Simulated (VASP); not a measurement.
# Al (Fm-3m) in VASP: a series of runs

The runs below take Al through single point, with LDA.

All numbers are computed with VASP 6.6.1; they aren't measurements. Logs are shortened: lines on timing, memory, paths and dates and some standing lists are left out, and cuts for length are marked.

## 1. The cell of the first run

The structure is cubic, space group Fm-3m (No. 225). The conventional cell has a = 4.048 Å, b = 4.048 Å, c = 4.048 Å, α = 90.00°, β = 90.00°, γ = 90.00°. Al (site symmetry m-3m) has 12 Al at 2.86 Å within 3.8 Å.

## 2. Single point, LDA

Contents of INCAR:

```
SYSTEM = Al
ALGO = Normal
EDIFF = 1E-6
ENCUT = 520
ISIF = 2
ISMEAR = 0
LASPH = .True.
LCHARG = .False.
LREAL = .False.
LWAVE = .False.
NBANDS = 8
NELM = 100
PREC = Accurate
SIGMA = 0.15
```

Contents of KPOINTS:

```
k-points
0
Gamma
  20 20 20
  0 0 0
```

Contents of POSCAR:

```
Al
1.0
    0.0000000000      2.0239800000      2.0239800000
    2.0239800000      0.0000000000      2.0239800000
    2.0239800000      2.0239800000      0.0000000000
Al
1
Direct
    0.0000000000      0.0000000000      0.0000000000
```

Potentials or basis: VASP PAW LDA potentials, release 64 (Al).

Command:

```sh
cat potpaw_LDA.64/Al/POTCAR > POTCAR
mpirun -np 1 vasp_std > vasp.out
```

OUTCAR:

```text
SYSTEM = Al
   EDIFF = 1E-6
   ENCUT = 520
   ISIF = 2
   ISMEAR = 0
   LASPH = .True.
   LREAL = .False.
   NELM = 100
   PREC = Accurate

 ion  position               nearest neighbor table
   1  0.000  0.000  0.000-

  LATTYP: Found a face centered cubic cell.
 ALAT       =     4.0479600000

  Lattice vectors:

 A1 = (   0.0000000000,   2.0239800000,   2.0239800000)
 A2 = (   2.0239800000,   0.0000000000,   2.0239800000)
 A3 = (   2.0239800000,   2.0239800000,   0.0000000000)

Analysis of symmetry for initial positions (statically):
=====================================================================
 Subroutine PRICEL returns:
 Original cell was already a primitive cell.

 Routine SETGRP: Setting up the symmetry group for a
 face centered cubic supercell.

 Subroutine GETGRP returns: Found 48 space group operations
[... 9 lines left out ...]

 Routine SETGRP: Setting up the symmetry group for a
 face centered cubic supercell.

 Subroutine GETGRP returns: Found 48 space group operations
[... 11 lines left out ...]
                                     Primitive cell

  volume of cell :      16.5824

  direct lattice vectors                    reciprocal lattice vectors
     0.000000000  2.023980000  2.023980000    -0.247038014  0.247038014  0.247038014
     2.023980000  0.000000000  2.023980000     0.247038014 -0.247038014  0.247038014
     2.023980000  2.023980000  0.000000000     0.247038014  0.247038014 -0.247038014

  length of vectors
     2.862339966  2.862339966  2.862339966     0.427882392  0.427882392  0.427882392

  position of ions in fractional coordinates (direct lattice)
     0.000000000  0.000000000  0.000000000

  ion indices of the primitive-cell ions
   primitive index   ion index
                 1           1

----------------------------------------------------------------------------------------

 KPOINTS: k-points

Automatic generation of k-mesh.
 Grid dimensions read from file:
 generate k-points for:   20   20   20

 Generating k-lattice:

  Cartesian coordinates                     Fractional coordinates (reciprocal lattice)
    -0.012351901  0.012351901  0.012351901     0.050000000  0.000000000  0.000000000
     0.012351901 -0.012351901  0.012351901     0.000000000  0.050000000  0.000000000
     0.012351901  0.012351901 -0.012351901     0.000000000  0.000000000  0.050000000

  Length of vectors
     0.021394120  0.021394120  0.021394120

  Shift w.r.t. Gamma in fractional coordinates (k-lattice)
     0.000000000  0.000000000  0.000000000

 Subroutine IBZKPT returns following result:
 ===========================================

 Found    256 irreducible k-points:

 Following reciprocal coordinates:
            Coordinates               Weight
  0.000000  0.000000  0.000000      1.000000
  0.050000  0.000000  0.000000      8.000000
  0.100000  0.000000  0.000000      8.000000
  0.150000  0.000000  0.000000      8.000000
  0.200000  0.000000  0.000000      8.000000
  0.250000  0.000000  0.000000      8.000000
[... 16 lines left out ...]
 -0.400000  0.050000  0.000000     24.000000
 -0.350000  0.050000  0.000000     24.000000
 [... further k-points ...]
   k-points           NKPTS =    256   k-points in BZ     NKDIM =    256   number of bands    NBANDS=      8
   number of dos      NEDOS =    301   number of ions     NIONS =      1
   total plane-waves  NPLWV =  13824
   dimension x,y,z NGX =    24 NGY =   24 NGZ =   24
   dimension x,y,z NGXF=    48 NGYF=   48 NGZF=   48
   ions per type =               1
   NGX,Y,Z   is equivalent  to a cutoff of  13.94, 13.94, 13.94 a.u.
   NGXF,Y,Z  is equivalent  to a cutoff of  27.88, 27.88, 27.88 a.u.
 SYSTEM =  Al
   PREC   = accura    normal or accurate (medium, high low for compatibility)
   ISTART =      0    job   : 0-new  1-cont  2-samecut
   ICHARG =      2    charge: 1-file 2-atom 10-const
   ISPIN  =      1    spin polarized calculation?
   LNONCOLLINEAR =      F non collinear calculations
   LSORBIT =      F    spin-orbit coupling
   LASPH  =      T    aspherical Exc in radial PAW
   ENCUT  =  520.0 eV  38.22 Ry    6.18 a.u.   5.32  5.32  5.32*2*pi/ulx,y,z
   NELM   =    100;   NELMIN=  2; NELMDL= -5     # of ELM steps
   EDIFF  = 0.1E-05   stopping-criterion for ELM
   LREAL  =      F    real-space projection
   EDIFFG = 0.1E-04   stopping-criterion for IOM
   NSW    =      0    number of steps for IOM
   IBRION =     -1    ionic relax: 0-MD 1-quasi-New 2-CG
   NFREE  =      0    steps in history (QN), initial steepest desc. (CG)
   ISIF   =      2    stress and relaxation
   ISYM   =      2    0-nonsym 1-usesym 2-fastsym
   POTIM  = 0.5000    time-step for ionic-motion
   TEBEG  =    0.0;   TEEND  =   0.0 temperature during run
   PSTRESS=    0.0 pullay stress
   NELECT =       3.0000    total number of electrons
   NUPDOWN=      -1.0000    fix difference up-down
   EMIN   =  10.00;   EMAX   =-10.00  energy-range for DOS
   EFERMI =   0.00;   METHOD = LEGACY
   ISMEAR =     0;   SIGMA  =   0.15  broadening in eV -4-tet -1-fermi 0-gaus
   EFERMI_NEDOS =   21; number of points for ismear=-14 and -15
   IALGO  =     38    algorithm
   IMIX   =      4    mixing-type and parameters
     AMIX     =   0.40;   BMIX     =  1.00
     AMIX_MAG =   1.60;   BMIX_MAG =  1.00
  volume/ion in A,a.u.               =      16.58       111.90
  Fermi-wavevector in a.u.,A,eV,Ry     =   0.925903  1.749704 11.664236  0.857297
  Thomas-Fermi vector in A             =   2.051808
   LORBIT       =      0    0 simple, 1 ext, 2 COOP (PROOUT), +10 PAW based schemes
   GGA     = CA    functional components
   LHFCALC =     F    Hartree Fock is set to
   AEXX    =    0.0000 exact exchange contribution
   IVDW    =     0    specifies the selected vdW correction
   LEPSILON=     F    determine dielectric tensor
   LRPA    =     F    only Hartree local field effects (RPA)
 non-spin polarized calculation
 Gauss-broadening in eV      SIGMA  =   0.15
  energy-cutoff  :      520.00
  volume of cell :       16.58
 maximum number of plane-waves:       460
 NGX is ok and might be reduce to    24
   NGX = 11   NGY = 11   NGZ = 11

 number of electron       3.0000000 magnetization

 Free energy of the ion-electron system (eV)
  ---------------------------------------------------
  ext. energy  EPLUGINS =         0.00000000
  ---------------------------------------------------
  free energy    TOTEN  =        -4.18450282 eV

  energy without entropy =       -4.17947720  energy(sigma->0) =       -4.18199001

 E-fermi :   7.7787     XC(G=0): -10.3256

 val. band max:        7.7462635493   @ k =  -0.4500   0.3500   0.0000
 cond. band min:       7.7988035414   @ k =  -0.4000   0.4000   0.0000
 fundamental gap:      0.0525399922
 Fermi energy:         7.7786893442

 k-point     1 :       0.0000    0.0000    0.0000
  band No.  band energies     occupation
      1      -3.3266      2.00000
      2      20.2831      0.00000
      3      20.2831      0.00000
      4      20.2831      0.00000
      5      21.5646      0.00000
      6      21.5646      0.00000
      7      21.5646      0.00000
      8      24.3154      0.00000

 k-point     2 :       0.0500    0.0000    0.0000
  band No.  band energies     occupation
      1      -3.2590      2.00000
      2      18.9576      0.00000
      3      19.9924      0.00000
      4      19.9924      0.00000
      5      21.9578      0.00000
      6      21.9578      0.00000
      7      22.1683      0.00000
      8      24.9944      0.00000

 k-point     3 :       0.1000    0.0000    0.0000
  band No.  band energies     occupation
      1      -3.0565      2.00000
      2      16.9922      0.00000
      3      19.5132      0.00000
      4      19.5132      0.00000
      5      22.3544      0.00000
      6      22.7238      0.00000
      7      22.7238      0.00000
      8      25.7011      0.00000

 k-point     4 :       0.1500    0.0000    0.0000
  band No.  band energies     occupation
      1      -2.7195      2.00000
      2      14.9881      0.00000
      3      19.0828      0.00000
      4      19.0828      0.00000
      5      22.2639      0.00000
      6      23.4382      0.00000
      7      23.4382      0.00000
      8      24.9374      0.00000

 k-point     5 :       0.2000    0.0000    0.0000
  band No.  band energies     occupation
      1      -2.2492      2.00000
      2      13.0310      0.00000
      3      18.7460      0.00000
      4      18.7460      0.00000
      5      22.1218      0.00000
      6      23.1630      0.00000
      7      23.1630      0.00000
      8      25.3013      0.00000

 k-point     6 :       0.2500    0.0000    0.0000
  band No.  band energies     occupation
      1      -1.6468      2.00000
      2      11.1514      0.00000
      3      18.5146      0.00000
      4      18.5146      0.00000
      5      22.0115      0.00000
      6      22.3150      0.00000
      7      22.3150      0.00000
      8      26.4202      0.00000

 k-point     7 :       0.3000    0.0000    0.0000
  band No.  band energies     occupation
      1      -0.9139      2.00000
      2       9.3643      0.00000
      3      18.3926      0.00000
      4      18.3926      0.00000
      5      21.4684      0.00000
      6      21.4684      0.00000
      7      21.9740      0.00000
      8      25.5561      0.00000
[... 133 lines left out ...]
 k-point    20 :       0.4500    0.0500    0.0000
  band No.  band energies     occupation
      1       1.7199      2.00000
      2       5.1663      2.00000
      3      17.6389      0.00000
      4      18.2112      0.00000
      5      18.9924      0.00000
      6      20.7368      0.00000
      7      23.0886      0.00000
      8      24.1193      0.00000

 k-point    21 :       0.5000    0.0500    0.0000
  band No.  band energies     occupation
      1       2.9078      2.00000
      2       3.7811      2.00000
      3      17.7248      0.00000
      4      17.9285      0.00000
      5      19.2928      0.00000
      6      20.2620      0.00000
      7      23.3105      0.00000
      8      23.7058      0.00000

 k-point    22 :      -0.4500    0.0500    0.0000
  band No.  band energies     occupation
      1       2.4999      2.00000
      2       4.2284      2.00000
      3      17.3517      0.00000
      4      18.3295      0.00000
      5      19.7094      0.00000
      6      19.9013      0.00000
      7      23.0673      0.00000
      8      23.9785      0.00000

 k-point    23 :      -0.4000    0.0500    0.0000
  band No.  band energies     occupation
      1       1.3497      2.00000
      2       5.6545      2.00000
      3      17.0940      0.00000
      4      18.8329      0.00000
      5      19.6640      0.00000
      6      20.2389      0.00000
      7      22.7722      0.00000
      8      24.5228      0.00000

 k-point    24 :      -0.3500    0.0500    0.0000
  band No.  band energies     occupation
      1       0.3212      2.00000
      2       7.1946      2.00000
      3      16.9522      0.00000
      4      19.3260      0.00000
      5      19.6612      0.00000
      6      20.8775      0.00000
      7      22.5761      0.00000
      8      25.1761      0.00000

 [... further k-points ...]

------------------------ aborting loop because EDIFF is reached ----------------------------------------

  FORCE on cell =-STRESS in cart. coord.  units (eV):
  Direction    XX          YY          ZZ          XY          YZ          ZX
  --------------------------------------------------------------------------------------
  -------------------------------------------------------------------------------------
  Total       -0.3669242     -0.3669242     -0.3669242     -0.0000000      0.0000000      0.0000000
  in kB      -35.4518033    -35.4518033    -35.4518033     -0.0000000      0.0000000      0.0000000
  external PRESSURE =     -35.4518033 kB  Pullay stress =       0.0000000 kB

 VOLUME and BASIS-vectors are now :
 -----------------------------------------------------------------------------
  energy-cutoff  :      520.00
  volume of cell :       16.58
      direct lattice vectors                 reciprocal lattice vectors
     0.000000000  2.023980000  2.023980000    -0.247038014  0.247038014  0.247038014
     2.023980000  0.000000000  2.023980000     0.247038014 -0.247038014  0.247038014
     2.023980000  2.023980000  0.000000000     0.247038014  0.247038014 -0.247038014

 POSITION                                       TOTAL-FORCE (eV/Angst)
 -----------------------------------------------------------------------------------
      0.00000      0.00000      0.00000         0.000000      0.000000     -0.000000
 -----------------------------------------------------------------------------------
    total drift:                                0.000000      0.000000     -0.000000

  FREE ENERGIE OF THE ION-ELECTRON SYSTEM (eV)
  ---------------------------------------------------
  free  energy   TOTEN  =        -4.1845028167 eV

  energy  without entropy=       -4.1794771970  energy(sigma->0) =       -4.18199001
```

It took 26 s on 1 thread of Intel Xeon 8259CL, shared host; peak memory 0.14 GiB.

Results:

```yaml
Free_energy: -4.1845 eV
Pressure: -3.5 GPa
```

Levels at points of the mesh, in eV from the Fermi level:
| k point | band 1 | band 2 | band 3 | band 4 |
| --- | --- | --- | --- | --- |
| (0.00, 0.00, 0.00) | -11.11 | 12.50 | 12.50 | 12.50 |
| (0.50, 0.00, 0.00) | -4.57 | -4.43 | 11.14 | 11.14 |
| (0.50, 0.50, 0.00) | -2.92 | -1.65 | 5.26 | 5.47 |

## 3. Single point, LDA

Contents of INCAR:

```
SYSTEM = Al
ALGO = Fast
EDIFF = 1E-6
ENCUT = 520
GGA = CA
ISIF = 2
ISMEAR = 0
LASPH = .TRUE.
LCHARG = .TRUE.
LELF = .TRUE.
LREAL = .FALSE.
LVHAR = .TRUE.
LWAVE = .FALSE.
NBANDS = 8
NELM = 60
PREC = Accurate
SIGMA = 0.15
```

Contents of KPOINTS:

```
k-points
0
G
  22 22 22
  0 0 0
```

POSCAR is that of step 2.

Potentials or basis: VASP PAW LDA potentials, release 64 (Al).

Command:

```sh
cat potpaw_LDA.64/Al/POTCAR > POTCAR
mpirun -np 1 vasp_std > vasp.out
```

It took 42 s on 1 thread of Intel Xeon 8259CL, shared host; peak memory 0.15 GiB.

Results (log left out):

* Free energy: -4.1864 eV
* Pressure: -3.6 GPa

Levels at points of the mesh, in eV from the Fermi level:
```csv
k point,band 1,band 2,band 3,band 4
"(0.00, 0.00, 0.00)",-11.04,12.57,12.57,12.57
"(0.50, 0.00, 0.00)",-4.50,-4.36,11.21,11.21
"(0.50, 0.50, 0.00)",-2.86,-1.59,5.33,5.54
```
